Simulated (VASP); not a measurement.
# Si5As3 (Im-3m) in VASP: notebook

Si5As3 is run at these levels: PBE; tasks: single point.

Program: VASP 6.6.1. These are calculated values, not measurements. Logs are shortened: lines on timing, memory, paths and dates and some standing lists are left out, and cuts for length are marked.

## Step 1: The cell of the first run

Symmetry: Im-3m, No. 229, cubic system. Conventional cell: a = 6.423 Å, b = 6.423 Å, c = 6.423 Å, α = 90.00°, β = 90.00°, γ = 90.00°. Si (site symmetry -3m) has 8 Si at 2.78 to 3.21 Å and 6 As at 2.78 Å within 3.7 Å. Si (site symmetry m-3m) has 8 Si at 2.78 Å and 6 As at 3.21 Å within 3.7 Å. As (site symmetry 4/mmm) has 10 Si at 2.78 to 3.21 Å and 4 As at 3.21 Å within 3.7 Å.

## Step 2: Single point, PBE

File INCAR:

```
SYSTEM = Si5As3
  PREC = Accurate
  ENCUT = 520
  EDIFF = 1E-6
  ISMEAR = 0
  SIGMA = 0.1
  LREAL = .False.
  LASPH = .True.
  NELM = 100
  ALGO = Normal
  ISIF = 2
  LWAVE = .False.
  LCHARG = .False.
  GGA = PE
  NBANDS = 28
```

File KPOINTS:

```
regular mesh
0
Gamma
  4 4 4
  0 0 0
```

File POSCAR:

```
Si5As3
1.0
   -3.2113406588      3.2113406588      3.2113406588
    3.2113406588     -3.2113406588      3.2113406588
    3.2113406588      3.2113406588     -3.2113406588
Si As
5 3
Direct
    0.5000000000      0.5000000000      0.5000000000
    0.0000000000      0.0000000000      0.5000000000
    0.0000000000      0.5000000000      0.0000000000
    0.5000000000      0.0000000000      0.0000000000
    0.0000000000      0.0000000000      0.0000000000
    0.0000000000      0.5000000000      0.5000000000
    0.5000000000      0.0000000000      0.5000000000
    0.5000000000      0.5000000000      0.0000000000
```

Potentials or basis: VASP PAW PBE potentials, release 64 (Si, As).

The run is started by

```bash
$ cat potpaw_PBE.64/Si/POTCAR potpaw_PBE.64/As/POTCAR > POTCAR
$ mpirun -np 1 vasp_std > vasp.out
```

OUTCAR:

```text
SYSTEM = Si5As3
   PREC = Accurate
   ENCUT = 520
   EDIFF = 1E-6
   ISMEAR = 0
   LREAL = .False.
   LASPH = .True.
   NELM = 100
   ISIF = 2
   GGA = PE

 ion  position               nearest neighbor table
   1  0.500  0.500  0.500-   5 2.78   6 2.78   7 2.78   8 2.78   8 2.78   7 2.78   6 2.78   5 2.78

   2  0.000  0.000  0.500-   5 2.78   6 2.78   7 2.78   8 2.78   5 2.78   6 2.78   7 2.78   8 2.78

   3  0.000  0.500  0.000-   5 2.78   6 2.78   7 2.78   8 2.78   6 2.78   5 2.78   8 2.78   7 2.78
[... 7 lines left out ...]
   7  0.500  0.000  0.500-   1 2.78   2 2.78   3 2.78   4 2.78   4 2.78   1 2.78   2 2.78   3 2.78

   8  0.500  0.500  0.000-   1 2.78   2 2.78   3 2.78   4 2.78   1 2.78   4 2.78   3 2.78   2 2.78

  LATTYP: Found a body centered cubic cell.
 ALAT       =     6.4226813176

  Lattice vectors:

 A1 = (  -3.2113406588,   3.2113406588,   3.2113406588)
 A2 = (   3.2113406588,  -3.2113406588,   3.2113406588)
 A3 = (   3.2113406588,   3.2113406588,  -3.2113406588)

Analysis of symmetry for initial positions (statically):
=====================================================================
 Subroutine PRICEL returns:
 Original cell was already a primitive cell.

 Routine SETGRP: Setting up the symmetry group for a
 body centered cubic supercell.

 Subroutine GETGRP returns: Found 48 space group operations
[... 9 lines left out ...]

 Routine SETGRP: Setting up the symmetry group for a
 body centered cubic supercell.

 Subroutine GETGRP returns: Found 48 space group operations
[... 11 lines left out ...]
                                     Primitive cell

  volume of cell :     132.4705

  direct lattice vectors                    reciprocal lattice vectors
    -3.211340659  3.211340659  3.211340659     0.000000000  0.155698212  0.155698212
     3.211340659 -3.211340659  3.211340659     0.155698212  0.000000000  0.155698212
     3.211340659  3.211340659 -3.211340659     0.155698212  0.155698212  0.000000000

  length of vectors
     5.562205181  5.562205181  5.562205181     0.220190524  0.220190524  0.220190524

  position of ions in fractional coordinates (direct lattice)
     0.500000000  0.500000000  0.500000000
     0.000000000  0.000000000  0.500000000
     0.000000000  0.500000000  0.000000000
     0.500000000  0.000000000  0.000000000
     0.000000000  0.000000000  0.000000000
     0.000000000  0.500000000  0.500000000
     0.500000000  0.000000000  0.500000000
     0.500000000  0.500000000  0.000000000

  ion indices of the primitive-cell ions
[... 67 lines left out ...]
   NSW    =      0    number of steps for IOM
   IBRION =     -1    ionic relax: 0-MD 1-quasi-New 2-CG
   NFREE  =      0    steps in history (QN), initial steepest desc. (CG)
   ISIF   =      2    stress and relaxation
   ISYM   =      2    0-nonsym 1-usesym 2-fastsym
   POTIM  = 0.5000    time-step for ionic-motion
   TEBEG  =    0.0;   TEEND  =   0.0 temperature during run
   PSTRESS=    0.0 pullay stress
   NELECT =      35.0000    total number of electrons
   NUPDOWN=      -1.0000    fix difference up-down
   EMIN   =  10.00;   EMAX   =-10.00  energy-range for DOS
   EFERMI =   0.00;   METHOD = LEGACY
   ISMEAR =     0;   SIGMA  =   0.10  broadening in eV -4-tet -1-fermi 0-gaus
   EFERMI_NEDOS =   21; number of points for ismear=-14 and -15
   IALGO  =     38    algorithm
   IMIX   =      4    mixing-type and parameters
     AMIX     =   0.40;   BMIX     =  1.00
     AMIX_MAG =   1.60;   BMIX_MAG =  1.00
  volume/ion in A,a.u.               =      16.56       111.74
  Fermi-wavevector in a.u.,A,eV,Ry     =   1.050488  1.985135 15.014373  1.103525
  Thomas-Fermi vector in A             =   2.185493
   LORBIT       =      0    0 simple, 1 ext, 2 COOP (PROOUT), +10 PAW based schemes
   GGA     = PE    functional components
   LHFCALC =     F    Hartree Fock is set to
   AEXX    =    0.0000 exact exchange contribution
   IVDW    =     0    specifies the selected vdW correction
   LEPSILON=     F    determine dielectric tensor
   LRPA    =     F    only Hartree local field effects (RPA)
 non-spin polarized calculation
 Gauss-broadening in eV      SIGMA  =   0.10
  energy-cutoff  :      520.00
  volume of cell :      132.47
 maximum number of plane-waves:      3592
 NGX is ok and might be reduce to    42
   NGX = 21   NGY = 21   NGZ = 21

 number of electron      35.0000001 magnetization

 Free energy of the ion-electron system (eV)
  ---------------------------------------------------
  ext. energy  EPLUGINS =         0.00000000
  ---------------------------------------------------
  free energy    TOTEN  =       -36.95713758 eV

  energy without entropy =      -36.93393135  energy(sigma->0) =      -36.94553446

 E-fermi :   8.2787     XC(G=0): -10.9340

 val. band max:        8.2768371121   @ k =   0.5000   0.0000   0.0000
 cond. band min:       8.5940424430   @ k =   0.5000   0.5000   0.2500
 fundamental gap:      0.3172053309
 Fermi energy:         8.2786838239

 k-point     1 :       0.0000    0.0000    0.0000
  band No.  band energies     occupation
      1      -6.4199      2.00000
      2      -2.1901      2.00000
      3      -2.1901      2.00000
      4       0.6234      2.00000
      5       1.5245      2.00000
      6       1.5245      2.00000
[... 237 lines left out ...]
     27      11.0132      0.00000
     28      11.0132      0.00000

------------------------ aborting loop because EDIFF is reached ----------------------------------------

  FORCE on cell =-STRESS in cart. coord.  units (eV):
  Direction    XX          YY          ZZ          XY          YZ          ZX
  --------------------------------------------------------------------------------------
  -------------------------------------------------------------------------------------
  Total        0.0670593      0.0670593      0.0670593      0.0000000     -0.0000000      0.0000000
  in kB        0.8110550      0.8110550      0.8110550      0.0000000     -0.0000000      0.0000000
  external PRESSURE =       0.8110550 kB  Pullay stress =       0.0000000 kB

 VOLUME and BASIS-vectors are now :
 -----------------------------------------------------------------------------
  energy-cutoff  :      520.00
  volume of cell :      132.47
      direct lattice vectors                 reciprocal lattice vectors
    -3.211340659  3.211340659  3.211340659     0.000000000  0.155698212  0.155698212
     3.211340659 -3.211340659  3.211340659     0.155698212  0.000000000  0.155698212
     3.211340659  3.211340659 -3.211340659     0.155698212  0.155698212  0.000000000

 POSITION                                       TOTAL-FORCE (eV/Angst)
 -----------------------------------------------------------------------------------
      1.60567      1.60567      1.60567        -0.000000      0.000000     -0.000000
      1.60567      1.60567     -1.60567        -0.000000     -0.000000     -0.000000
      1.60567     -1.60567      1.60567        -0.000000      0.000000     -0.000000
     -1.60567      1.60567      1.60567         0.000000     -0.000000      0.000000
      0.00000      0.00000      0.00000        -0.000000     -0.000000     -0.000000
      3.21134      0.00000      0.00000        -0.000000      0.000000      0.000000
      0.00000      3.21134      0.00000         0.000000     -0.000000      0.000000
      0.00000      0.00000      3.21134        -0.000000      0.000000      0.000000
 -----------------------------------------------------------------------------------
    total drift:                               -0.000000      0.000000     -0.000000

  FREE ENERGIE OF THE ION-ELECTRON SYSTEM (eV)
  ---------------------------------------------------
  free  energy   TOTEN  =       -36.9571375788 eV

  energy  without entropy=      -36.9339313480  energy(sigma->0) =      -36.94553446
```

OSZICAR:

```text
N       E                     dE             d eps       ncg     rms          rms(c)
DAV:   1     0.864007627079E+02    0.86401E+02   -0.13731E+04   448   0.104E+03
DAV:   2    -0.300579622904E+02   -0.11646E+03   -0.10960E+03   548   0.157E+02
DAV:   3    -0.369908808576E+02   -0.69329E+01   -0.67859E+01   580   0.340E+01
DAV:   4    -0.370782634731E+02   -0.87383E-01   -0.86869E-01   556   0.428E+00
DAV:   5    -0.370790945899E+02   -0.83112E-03   -0.83087E-03   568   0.420E-01    0.600E+00
DAV:   6    -0.369824871144E+02    0.96607E-01   -0.12475E-01   572   0.149E+00    0.345E+00
DAV:   7    -0.369584356338E+02    0.24051E-01   -0.67698E-02   552   0.101E+00    0.611E-01
DAV:   8    -0.369570832574E+02    0.13524E-02   -0.46338E-03   564   0.292E-01    0.169E-01
DAV:   9    -0.369571485965E+02   -0.65339E-04   -0.61393E-04   504   0.113E-01    0.111E-01
DAV:  10    -0.369571406059E+02    0.79905E-05   -0.29035E-05   560   0.260E-02    0.522E-02
DAV:  11    -0.369571380483E+02    0.25576E-05   -0.11056E-05   572   0.144E-02    0.740E-03
DAV:  12    -0.369571375788E+02    0.46952E-06   -0.13209E-06   340   0.530E-03
   1 F= -.36957138E+02 E0= -.36945534E+02  d E =-.232062E-01
```

stdout:

```text
POSCAR found type information on POSCAR SiAs
 POSCAR found :  2 types and       8 ions
 scaLAPACK will be used
 LDA part: xc-table for (Slater+PW92), standard interpolation
 POSCAR, INCAR and KPOINTS ok, starting setup
 FFT: planning ... GRIDC
 FFT: planning ... GRID_SOFT
 FFT: planning ... GRID
 WAVECAR not read
 entering main loop
```

It took 39 s on 1 thread of Intel Xeon 6975P-C, shared host; peak memory 0.25 GiB.

Results:

- Free energy: -36.9571 eV
- Pressure: 0.1 GPa

## Step 3: Single point, PBE

This run uses another cell than the first one, of 19.62 Å³/atom, 1.185 times its volume.

File INCAR:

```
SYSTEM = Si5As3
ALGO = Normal ; EDIFF = 1E-7
ENCUT = 520 ; GGA = PE
ISIF = 2 ; ISMEAR = 0
LASPH = .True. ; LCHARG = .True.
LELF = .True. ; LREAL = .False.
LVHAR = .True. ; LWAVE = .False.
NBANDS = 28 ; NELM = 60
PREC = Accurate ; SIGMA = 0.1
```

File KPOINTS:

```
k-points
0
Gamma
  4 4 4
  0 0 0
```

Changes to POSCAR since step 2:

```diff
@@ -2,5 +2,5 @@
 1.0
-   -3.2113406588      3.2113406588      3.2113406588
-    3.2113406588     -3.2113406588      3.2113406588
-    3.2113406588      3.2113406588     -3.2113406588
+   -3.3982476200      3.3982476200      3.3982476200
+    3.3982476200     -3.3982476200      3.3982476200
+    3.3982476200      3.3982476200     -3.3982476200
 Si As
```

Potentials or basis: VASP PAW PBE potentials, release 64 (Si, As).

The run is started by

```bash
$ cat potpaw_PBE.64/Si/POTCAR potpaw_PBE.64/As/POTCAR > POTCAR
$ mpirun -np 1 vasp_std > vasp.out
```

Run time: 68 s. Hardware: 1 thread of Intel Xeon 6975P-C, shared host; peak memory 0.32 GiB.

It converged, with:

```yaml
Free_energy: -36.1423 eV
Pressure: -9.4 GPa
```

Levels at points of the mesh, in eV from the Fermi level:
| k point | band 12 | band 13 | band 14 | band 15 | band 16 | band 17 | band 18 | band 19 | band 20 | band 21 |
| --- | --- | --- | --- | --- | --- | --- | --- | --- | --- | --- |
| (0.00, 0.00, 0.00) | -5.17 | -5.17 | -2.96 | -1.03 | -1.03 | -1.03 | 2.55 | 2.55 | 2.55 | 3.49 |
| (0.50, 0.00, 0.00) | -2.58 | -2.23 | -1.95 | -1.60 | -1.08 | -0.37 | -0.34 | 0.08 | 0.70 | 0.85 |
| (0.50, 0.50, 0.50) | -1.76 | -1.76 | -1.76 | 0.85 | 0.85 | 0.85 | 1.02 | 1.02 | 1.38 | 1.38 |
